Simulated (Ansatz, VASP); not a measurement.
Al in VASP and in Ansatz

```
Al
1.0
     0.00000    1.99180    1.99180
     1.99180    0.00000    1.99180
     1.99180    1.99180    0.00000
Al
1
Direct
  0.00000 0.00000 0.00000
```

Alike in both runs: functional LDA; k mesh 18 × 18 × 18; occupations gaussian, width 0.1 eV; no spin polarisation.

Ansatz relaxed the structure, and its values are those at the end. VASP's run is a single point on that final structure, the one shown.

|  | VASP | Ansatz |
| --- | --- | --- |
| version | VASP 6.6.1 | Ansatz 0.2.0 |
| potentials or method | VASP PAW LDA potentials, release 64 (Al), cutoff 500 eV | scalar-relativistic, plane waves, PAW |
| valence electrons in the cell | 3 | 3 |

```tsv
	VASP	Ansatz	Ansatz less VASP
gap on the k mesh at the Fermi level (eV)	none	none	-
pressure (GPa)	0.1	0.0	-0.07
```

LDA's correlation is that of Perdew and Zunger in VASP and of Perdew and Wang (1992) in Ansatz. A gap of «none» marks a metal or a gap that the smearing closes.
